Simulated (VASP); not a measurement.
TlGa: single point with PBE

The system is TlGa.

```
Tl Ga
1.0
     3.65214    0.00000    0.00000
    -1.82607    3.16285    0.00000
     0.00000    0.00000    5.86829
Tl Ga
1 1
Direct
  0.33333 0.66667 0.50000
  0.00000 0.00000 0.00000
```

```yaml
Program: VASP 6.6.1
Task: single point
Functional: PBE
Potentials_or_basis: VASP PAW PBE potentials, release 64 (Tl_d, Ga_d)
Cutoff: 520 eV
k_mesh: 8 × 8 × 4
Occupations: gaussian, width 0.05 eV
Spin: no spin polarisation
```

- Pressure: -4.2 GPa
- Band gap on the k mesh: zero (band 13 reaches 5.66 eV, above the bottom of band 14 at 1.71 eV)

Stress tensor (GPa, compression positive):
```
-3.88  0.00  0.00
 0.00 -3.88  0.00
 0.00  0.00 -4.81
```

Levels at points of the mesh, in eV from the Fermi level:
| k point | band 11 | band 12 | band 13 | band 14 | band 15 | band 16 |
| --- | --- | --- | --- | --- | --- | --- |
| (0.00, 0.00, 0.00) | -8.44 | -4.92 | -2.05 | 5.83 | 5.83 | 8.02 |
| (0.50, 0.00, 0.00) | -5.35 | -4.23 | -0.82 | 0.46 | 1.16 | 3.00 |
| (0.00, 0.00, 0.50) | -7.68 | -6.89 | 2.33 | 2.52 | 6.05 | 6.05 |
| (0.50, 0.00, 0.50) | -4.83 | -4.34 | -1.69 | -1.55 | 4.11 | 4.37 |

Run time: 50 s on 1 thread of Intel(R) Xeon(R) Platinum 8259CL CPU @ 2.50GHz (Skylake/Cascade Lake), with other jobs on the host, peak memory 0.2 GiB.

Caveat: spin-orbit coupling is left out, which moves the levels of the heavy elements.
